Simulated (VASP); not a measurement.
Set up this calculation in VASP 6.6.1, as the native input.

```yaml
Task: single point
Functional: LDA
Potentials_or_basis: VASP PAW LDA potentials, release 64 (Cd, Ta_pv)
Cutoff: 520 eV
k_mesh: 13 × 13 × 13
Occupations: fermi-dirac, width 0.03 eV
Spin: no spin polarisation
Dipole_correction: no
Further_INCAR_settings: ALGO = Normal; EDIFF = 1e-06; NBANDS = 18
```

The structure of TaCd (L11 type) lies in POSCAR:

```
TaCd
1.0
    1.4175686074     -0.8184336170      5.1546810766
    0.0000000000      1.6368672342      5.1546810766
   -1.4175686074     -0.8184336170      5.1546810766
Cd Ta
1 1
Direct
    0.0000000000      0.0000000000      0.0000000000
    0.5000000000      0.5000000000      0.5000000000
```

This cell differs from its parent crystal: z stretched by +3 % at fixed volume.

The input as run:

INCAR

```
SYSTEM = TaCd
PREC = Accurate
ENCUT = 520
EDIFF = 1E-6
ISMEAR = -1
SIGMA = 0.03
LREAL = .False.
LASPH = .True.
NELM = 100
ALGO = Normal
ISIF = 2
LWAVE = .False.
LCHARG = .False.
NBANDS = 18
```

KPOINTS

```
Automatic mesh
0
Gamma
  13 13 13
  0 0 0
```

Potentials or basis: VASP PAW LDA potentials, release 64 (Cd, Ta_pv).

Run with:

```console
$ cat potpaw_LDA.64/Cd/POTCAR potpaw_LDA.64/Ta_pv/POTCAR > POTCAR
$ mpirun -np 1 vasp_std > vasp.out
```

It gave:

```json
{
 "Pressure": "1.9 GPa",
 "Band gap on the k mesh": "zero (an odd number of electrons rules out a gap without spin polarisation)"
}
```

Caveat: spin-orbit coupling is left out, which moves the levels of the heavy elements.

Wall time 5.4 min on 1 thread of Oxide Virtual Turin-like Processor, on a shared host, peak memory 0.29 GiB.
